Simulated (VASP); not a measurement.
# Hf (P6_3/mmc) in VASP: a series of runs

Hf is run at these levels: LDA; tasks: relaxation of cell and atoms.

Everything below comes from runs of VASP 6.6.1. Logs are shortened: lines on timing, memory, paths and dates and some standing lists are left out, and cuts for length are marked.

### 1 The cell of the first run

The structure is hexagonal, space group P6_3/mmc (No. 194). The conventional cell has a = 3.118 Å, b = 3.118 Å, c = 4.946 Å, α = 90.00°, β = 90.00°, γ = 120.00°. Within 4.0 Å of Hf (site symmetry -6m2) lie 12 Hf at 3.06 to 3.12 Å.

### 2 Relaxation of cell and atoms, LDA, target pressure 10 GPa, at which the enthalpy is minimised

INCAR reads:

```
SYSTEM = Hf
ALGO     = Normal         ! electronic algorithm
EDIFF    = 1E-6           ! SCF threshold, eV
EDIFFG   = -0.002         ! ionic threshold
ENCUT    = 600            ! plane-wave cutoff, eV
GGA      = CA             ! functional
IBRION   = 2              ! ionic algorithm
ISIF     = 3              ! what is computed and relaxed
ISMEAR   = -1             ! smearing method
LASPH    = .True.         ! aspherical terms in the spheres
LCHARG   = .False.        ! write CHGCAR
LREAL    = .False.        ! projectors in reciprocal space
LWAVE    = .False.        ! write WAVECAR
NELM     = 80             ! most SCF steps
NSW      = 100            ! ionic steps
PREC     = Accurate       ! precision mode
PSTRESS  = 100.0        
SIGMA    = 0.05           ! smearing width, eV
```

KPOINTS reads:

```
k-points
0
Gamma
  18 18 10
  0 0 0
```

POSCAR reads:

```
Hf
1.0
    3.1184126316      0.0000000000      0.0000000000
   -1.5592063158      2.7006245584      0.0000000000
    0.0000000000      0.0000000000      4.9463495682
Hf
2
Direct
    0.3333333333      0.6666666667      0.2500000000
    0.6666666667      0.3333333333      0.7500000000
```

Potentials or basis: VASP PAW LDA potentials, release 64 (Hf_pv).

Run with:

```bash
$ cat potpaw_LDA.64/Hf_pv/POTCAR > POTCAR
$ mpirun -np 1 vasp_std > vasp.out
```

OUTCAR:

```text
SYSTEM = Hf
   EDIFF = 1E-6
   EDIFFG = -0.002
   ENCUT = 600
   GGA = CA
   IBRION = 2
   ISIF = 3
   ISMEAR = -1
   LASPH = .True.
   LREAL = .False.
   NELM = 80
   NSW = 100
   PREC = Accurate
   PSTRESS = 100.0

 ion  position               nearest neighbor table
   1  0.333  0.667  0.250-   2 3.06   2 3.06   2 3.06   2 3.06   2 3.06   2 3.06
   2  0.667  0.333  0.750-   1 3.06   1 3.06   1 3.06   1 3.06   1 3.06   1 3.06

  LATTYP: Found a hexagonal cell.
 ALAT       =     3.1184126316
 C/A-ratio  =     1.5861754529

  Lattice vectors:

 A1 = (   3.1184126316,   0.0000000000,   0.0000000000)
 A2 = (  -1.5592063158,   2.7006245584,   0.0000000000)
 A3 = (   0.0000000000,   0.0000000000,   4.9463495682)

Analysis of symmetry for initial positions (statically):
=====================================================================
 Subroutine PRICEL returns:
 Original cell was already a primitive cell.

 Routine SETGRP: Setting up the symmetry group for a
 hexagonal supercell.

 Subroutine GETGRP returns: Found 24 space group operations
 (whereof 12 operations were pure point group operations)
 out of a pool of 24 trial point group operations.

The static configuration has the point symmetry D_3d.
 The point group associated with its full space group is D_6h.

Analysis of symmetry for dynamics (positions and initial velocities):
=====================================================================
 Subroutine PRICEL returns:
 Original cell was already a primitive cell.

 Routine SETGRP: Setting up the symmetry group for a
 hexagonal supercell.

 Subroutine GETGRP returns: Found 24 space group operations
 (whereof 12 operations were pure point group operations)
 out of a pool of 24 trial point group operations.

The dynamic configuration has the point symmetry D_3d.
 The point group associated with its full space group is D_6h.

 Subroutine INISYM returns: Found 24 space group operations
 (whereof 12 operations are pure point group operations),
 and found     1 'primitive' translations

----------------------------------------------------------------------------------------

                                     Primitive cell

  volume of cell :      41.6565

  direct lattice vectors                    reciprocal lattice vectors
     3.118412632  0.000000000  0.000000000     0.320675971  0.185142358  0.000000000
    -1.559206316  2.700624558  0.000000000     0.000000000  0.370284717  0.000000000
     0.000000000  0.000000000  4.946349568     0.000000000  0.000000000  0.202169294

  length of vectors
     3.118412632  3.118412632  4.946349568     0.370284717  0.370284717  0.202169294

  position of ions in fractional coordinates (direct lattice)
     0.333333333  0.666666667  0.250000000
     0.666666667  0.333333333  0.750000000

  ion indices of the primitive-cell ions
   primitive index   ion index
                 1           1
                 2           2

----------------------------------------------------------------------------------------

 KPOINTS: k-points

Automatic generation of k-mesh.
 Grid dimensions read from file:
 generate k-points for:   18   18   10

 Generating k-lattice:

  Cartesian coordinates                     Fractional coordinates (reciprocal lattice)
     0.017815332  0.010285687  0.000000000     0.055555556  0.000000000  0.000000000
     0.000000000  0.020571373  0.000000000     0.000000000  0.055555556  0.000000000
     0.000000000  0.000000000  0.020216929     0.000000000  0.000000000  0.100000000

  Length of vectors
     0.020571373  0.020571373  0.020216929

  Shift w.r.t. Gamma in fractional coordinates (k-lattice)
     0.000000000  0.000000000  0.000000000

 Subroutine IBZKPT returns following result:
 ===========================================

 Found    222 irreducible k-points:

 Following reciprocal coordinates:
            Coordinates               Weight
  0.000000  0.000000  0.000000      1.000000
  0.055556  0.000000  0.000000      6.000000
  0.111111  0.000000  0.000000      6.000000
  0.166667  0.000000  0.000000      6.000000
  0.222222  0.000000  0.000000      6.000000
  0.277778  0.000000  0.000000      6.000000
[... 16 lines left out ...]
  0.333333  0.111111  0.000000     12.000000
  0.388889  0.111111  0.000000     12.000000
 [... further k-points ...]
   k-points           NKPTS =    222   k-points in BZ     NKDIM =    222   number of bands    NBANDS=     14
   number of dos      NEDOS =    301   number of ions     NIONS =      2
   total plane-waves  NPLWV =  31360
   dimension x,y,z NGX =    28 NGY =   28 NGZ =   40
   dimension x,y,z NGXF=    56 NGYF=   56 NGZF=   80
   ions per type =               2
   NGX,Y,Z   is equivalent  to a cutoff of  14.93, 14.93, 13.44 a.u.
   NGXF,Y,Z  is equivalent  to a cutoff of  29.85, 29.85, 26.89 a.u.
 SYSTEM =  Hf
   PREC   = accura    normal or accurate (medium, high low for compatibility)
   ISTART =      0    job   : 0-new  1-cont  2-samecut
   ICHARG =      2    charge: 1-file 2-atom 10-const
   ISPIN  =      1    spin polarized calculation?
   LNONCOLLINEAR =      F non collinear calculations
   LSORBIT =      F    spin-orbit coupling
   LASPH  =      T    aspherical Exc in radial PAW
   ENCUT  =  600.0 eV  44.10 Ry    6.64 a.u.   6.23  6.23  9.88*2*pi/ulx,y,z
   NELM   =     80;   NELMIN=  2; NELMDL= -5     # of ELM steps
   EDIFF  = 0.1E-05   stopping-criterion for ELM
   LREAL  =      F    real-space projection
   EDIFFG = -.2E-02   stopping-criterion for IOM
   NSW    =    100    number of steps for IOM
   IBRION =      2    ionic relax: 0-MD 1-quasi-New 2-CG
   NFREE  =      1    steps in history (QN), initial steepest desc. (CG)
   ISIF   =      3    stress and relaxation
   ISYM   =      2    0-nonsym 1-usesym 2-fastsym
   POTIM  = 0.5000    time-step for ionic-motion
   TEBEG  =    0.0;   TEEND  =   0.0 temperature during run
   PSTRESS=  100.0 pullay stress
   NELECT =      20.0000    total number of electrons
   NUPDOWN=      -1.0000    fix difference up-down
   EMIN   =  10.00;   EMAX   =-10.00  energy-range for DOS
   EFERMI =   0.00;   METHOD = LEGACY
   ISMEAR =    -1;   SIGMA  =   0.05  broadening in eV -4-tet -1-fermi 0-gaus
   EFERMI_NEDOS =   21; number of points for ismear=-14 and -15
   IALGO  =     38    algorithm
   IMIX   =      4    mixing-type and parameters
     AMIX     =   0.40;   BMIX     =  1.00
     AMIX_MAG =   1.60;   BMIX_MAG =  1.00
  volume/ion in A,a.u.               =      20.83       140.56
  Fermi-wavevector in a.u.,A,eV,Ry     =   1.281909  2.422457 22.358337  1.643291
  Thomas-Fermi vector in A             =   2.414252
   LORBIT       =      0    0 simple, 1 ext, 2 COOP (PROOUT), +10 PAW based schemes
   GGA     = CA    functional components
   LHFCALC =     F    Hartree Fock is set to
   AEXX    =    0.0000 exact exchange contribution
   IVDW    =     0    specifies the selected vdW correction
   LEPSILON=     F    determine dielectric tensor
   LRPA    =     F    only Hartree local field effects (RPA)
 conjugate gradient relaxation of ions
 non-spin polarized calculation
  energy-cutoff  :      600.00
  volume of cell :       41.66
 maximum number of plane-waves:      1412
 NGX is ok and might be reduce to    28
   NGX = 13   NGY = 13   NGZ = 19

--------------------------------------- Ionic step        1  -------------------------------------------

 number of electron      19.9999999 magnetization

 Free energy of the ion-electron system (eV)
  ---------------------------------------------------
  ext. energy  EPLUGINS =         0.00000000
  ---------------------------------------------------
  free energy    TOTEN  =       -21.39681774 eV

  energy without entropy =      -21.38384757  energy(sigma->0) =      -21.39033265

------------------------ aborting loop because EDIFF is reached ----------------------------------------

  FORCE on cell =-STRESS in cart. coord.  units (eV):
  Direction    XX          YY          ZZ          XY          YZ          ZX
  --------------------------------------------------------------------------------------
  -------------------------------------------------------------------------------------
  Total        0.0230547      0.0230547      0.0163628      0.0000000      0.0000000     -0.0000000
  in kB        0.8867205      0.8867205      0.6293386      0.0000000      0.0000000     -0.0000000
  external PRESSURE =     -99.1990734 kB  Pullay stress =     100.0000000 kB
[... 289 lines left out ...]
  enthalpy is  TOTEN    =       -18.8916288307 eV   P V=        2.4166535564

--------------------------------------- Ionic step        9  -------------------------------------------

 number of electron      20.0000002 magnetization

 Free energy of the ion-electron system (eV)
  ---------------------------------------------------
  ext. energy  EPLUGINS =         0.00000000
  ---------------------------------------------------
  free energy    TOTEN  =       -21.30941441 eV

  energy without entropy =      -21.29576359  energy(sigma->0) =      -21.30258900

 E-fermi :   5.8652     XC(G=0): -12.1432

 val. band max:        5.8504678277   @ k =   0.3333   0.2778   0.5000
 cond. band min:       5.8659007632   @ k =   0.0000   0.0000   0.4000
 fundamental gap:      0.0154329355
 Fermi energy:         5.8651826683

 k-point     1 :       0.0000    0.0000    0.0000
  band No.  band energies     occupation
      1     -25.0601      2.00000
      2     -23.8627      2.00000
      3     -23.8627      2.00000
      4     -23.6672      2.00000
      5     -23.6672      2.00000
      6     -23.6667      2.00000
      7      -1.9172      2.00000
      8       1.6656      2.00000
      9       6.9978      0.00000
     10       6.9978      0.00000
     11       7.2152      0.00000
     12       7.2391      0.00000
     13       7.9599      0.00000
     14       7.9599      0.00000
[... 375 lines left out ...]
 k-point    24 :       0.3889    0.1111    0.0000
  band No.  band energies     occupation
      1     -24.7707      2.00000
      2     -24.5432      2.00000
      3     -24.4670      2.00000
      4     -24.2037      2.00000
      5     -24.0128      2.00000
      6     -23.8872      2.00000
      7       2.4617      2.00000
      8       2.9782      2.00000
      9       3.2211      2.00000
     10       5.2146      2.00000
     11       6.3793      0.00007
     12       6.8905      0.00000
     13       7.6851      0.00000
     14      11.6887      0.00000

 [... further k-points ...]
[... 5 lines left out ...]
  --------------------------------------------------------------------------------------
  -------------------------------------------------------------------------------------
  Total        2.4183086      2.4183086      2.4198139      0.0000000      0.0000000      0.0000000
  in kB      100.0219726    100.0219726    100.0842320      0.0000000      0.0000000      0.0000000
  external PRESSURE =       0.0427258 kB  Pullay stress =     100.0000000 kB
[... 17 lines left out ...]
  FREE ENERGIE OF THE ION-ELECTRON SYSTEM (eV)
  ---------------------------------------------------
  free  energy   TOTEN  =       -21.3094144070 eV

  energy  without entropy=      -21.2957635927  energy(sigma->0) =      -21.30258900

  enthalpy is  TOTEN    =       -18.8916370641 eV   P V=        2.4177773429

 reached required accuracy - stopping structural energy minimisation
```

It took 14 min on 1 thread of Oxide Virtual Turin-like, shared host; peak memory 0.24 GiB.

What came out:

```
Free energy                                                : -21.3094 eV
Relaxed volume                                             : 19.37 Å³/atom
Relaxed cell                                               : a = 3.039 Å, b = 3.039 Å, c = 4.843 Å, α = 90.00°, β = 90.00°, γ = 120.00°
Space group after relaxing (to 0.1 Å)                      : P6_3/mmc (No. 194)
Energy change on relaxing (the run minimises the enthalpy) : +43.7 meV/atom
Ionic steps                                                : 9
Pressure after relaxing                                    : 10.0 GPa
Band gap on the k mesh                                     : zero (bands 10 and 11 overlap by 1.49 eV)
```

The path:
```
step  energy change (eV)  largest force (eV/Å)  pressure (GPa)  volume (Å³)
   1              0.0000                0.0000            0.08        41.66
   2              0.6427                0.0000           32.43        34.36
   3              0.0812                0.0000            9.61        38.84
   4              0.0867                0.0000            9.98        38.75
   5              0.0903                0.0000           10.19        38.70
   6              0.0830                0.0000            9.73        38.81
   7              0.0842                0.0000            9.81        38.79
   8              0.0885                0.0000           10.07        38.72
   9              0.0874                0.0000           10.00        38.74
```

Final structure:
```yaml
crystal:
  lattice:
    - [3.03907, 0.00000, 0.00000]
    - [-1.51953, 2.63191, 0.00000]
    - [0.00000, 0.00000, 4.84301]
  atoms:
    - { symbol: Hf, position: [0.33333, 0.66667, 0.25000] }
    - { symbol: Hf, position: [0.66667, 0.33333, 0.75000] }
```

Levels at points of the mesh, in eV from the Fermi level:
```tsv
k point	band 8	band 9	band 10	band 11	band 12	band 13
(0.00, 0.00, 0.00)	-4.20	1.13	1.13	1.35	1.37	2.09
(0.50, 0.00, 0.00)	-3.35	-2.74	-0.36	0.71	1.02	1.90
(0.00, 0.00, 0.50)	-5.55	0.06	0.06	1.02	1.02	1.02
(0.50, 0.00, 0.50)	-3.90	-1.34	-1.34	1.88	1.88	2.93
```

Caveat: the cell is relaxed towards a set pressure, so the run minimises the enthalpy, not the energy; spin-orbit coupling is left out, which moves the levels of the heavy elements. Zero-point motion and thermal expansion aren't in these numbers.

### 3 Relaxation of cell and atoms, LDA, target pressure 15 GPa, at which the enthalpy is minimised

INCAR reads:

```
PREC = Accurate
ENCUT = 600
EDIFF = 1E-6
ISMEAR = -1
SIGMA = 0.05
LREAL = F
LASPH = T
NELM = 100
ALGO = Normal
ISIF = 3
LWAVE = F
LCHARG = F
IBRION = 2
NSW = 100
EDIFFG = -0.002
PSTRESS = 150.0
```

KPOINTS reads:

```
regular mesh
0
Gamma
  18 18 10
```

POSCAR is that of step 2.

Potentials or basis: VASP PAW LDA potentials, release 64 (Hf_pv).

Run with:

```bash
$ cat potpaw_LDA.64/Hf_pv/POTCAR > POTCAR
$ mpirun -np 1 vasp_std > vasp.out
```

Wall time 18 min (1 thread of Oxide Virtual Turin-like, shared host); peak memory 0.25 GiB.

Results (log left out):

```
Free energy                                                : -21.2168 eV
Relaxed volume                                             : 18.77 Å³/atom
Relaxed cell                                               : a = 3.005 Å, b = 3.005 Å, c = 4.801 Å, α = 90.00°, β = 90.00°, γ = 120.00°
Space group after relaxing (to 0.1 Å)                      : P6_3/mmc (No. 194)
Energy change on relaxing (the run minimises the enthalpy) : +90.0 meV/atom
Ionic steps                                                : 9
Pressure after relaxing                                    : 15.0 GPa
Band gap on the k mesh                                     : zero (bands 10 and 11 overlap by 1.59 eV)
```

The path:
| step | energy change (eV) | largest force (eV/Å) | pressure (GPa) | volume (Å³) |
| --- | --- | --- | --- | --- |
| 1 | 0.0000 | 0.0000 | 0.08 | 41.66 |
| 2 | 1.5739 | 0.0000 | 58.87 | 31.02 |
| 3 | 0.1575 | 0.0000 | 13.92 | 37.80 |
| 4 | 0.1764 | 0.0000 | 14.86 | 37.59 |
| 5 | 0.1838 | 0.0000 | 15.22 | 37.51 |
| 6 | 0.1843 | 0.0000 | 15.22 | 37.50 |
| 7 | 0.1846 | 0.0000 | 15.22 | 37.50 |
| 8 | 0.1724 | 0.0000 | 14.63 | 37.63 |
| 9 | 0.1800 | 0.0000 | 15.00 | 37.55 |

Final structure:
```yaml
crystal:
  lattice:
    - [3.00503, 0.00000, 0.00000]
    - [-1.50251, 2.60243, 0.00000]
    - [0.00000, 0.00000, 4.80099]
  atoms:
    - { symbol: Hf, position: [0.33333, 0.66667, 0.25000] }
    - { symbol: Hf, position: [0.66667, 0.33333, 0.75000] }
```

Levels at points of the mesh, in eV from the Fermi level:
```tsv
k point	band 8	band 9	band 10	band 11	band 12	band 13
(0.00, 0.00, 0.00)	-4.32	1.13	1.13	1.35	1.49	2.13
(0.50, 0.00, 0.00)	-3.50	-2.87	-0.25	0.71	1.05	1.95
(0.00, 0.00, 0.50)	-5.59	0.03	0.03	1.02	1.02	1.02
(0.50, 0.00, 0.50)	-4.02	-1.43	-1.43	2.04	2.04	3.02
```

Caveat: the cell is relaxed towards a set pressure, so the run minimises the enthalpy, not the energy; spin-orbit coupling is left out, which moves the levels of the heavy elements. LDA usually gives volumes a few per cent too small.
